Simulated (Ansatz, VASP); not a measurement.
# Two plane-wave programs on Ca

INCAR

```
SYSTEM = Ca
ALGO = Normal
EDIFF = 1E-6
ENCUT = 520
GGA = PE
ISIF = 2
ISMEAR = -1
LASPH = .TRUE.
LCHARG = .FALSE.
LREAL = .FALSE.
LWAVE = .FALSE.
NBANDS = 11
NELM = 100
PREC = Accurate
SIGMA = 0.08
```

File KPOINTS:

```
k-points
0
G
  12 12 12
  0 0 0
```

POSCAR

```
Ca
1.0
    0.0000000000      2.4294304524      2.4294304524
    2.4294304524      0.0000000000      2.4294304524
    2.4294304524      2.4294304524      0.0000000000
Ca
1
Direct
    0.0000000000      0.0000000000      0.0000000000
```

Input for Ansatz:

```yaml
crystal:
  lattice:
    - [0.0, 2.4294304524, 2.4294304524]
    - [2.4294304524, 0.0, 2.4294304524]
    - [2.4294304524, 2.4294304524, 0.0]
  atoms:
    - { symbol: Ca, position: [0.0, 0.0, 0.0] }
kpoints:
  mp_grid: { grid: [12, 12, 12] }
scf:
  occupations: { method: fermi_dirac, width: 0.08 }
hamiltonian:
  xc: pbe
  pseudopotentials: { kind: paw }
output:
  forces: true
  stress: true
  eigenvalues: true
  populations: true
  write_density: true
  write_potential: true
  elf: true
  volumetric_format: npy
```

Change from the starting cell: volume scaled by 0.68, PAW files.

Alike in both runs: task single point; functional PBE; k mesh 12 × 12 × 12; occupations fermi-dirac, width 0.08 eV; no spin polarisation.

```csv
,VASP,Ansatz
version,VASP 6.6.1,Ansatz 0.2.0
potentials or method,"VASP PAW PBE potentials, release 64 (Ca_sv)","PAW with Ansatz's default frozen-core files, scalar-relativistic"
plane-wave cutoff (eV),520,420
valence electrons in the cell,10,10
```

```tsv
	VASP	Ansatz	Ansatz less VASP
pressure (GPa)	12.3	12.2	-0.02
```
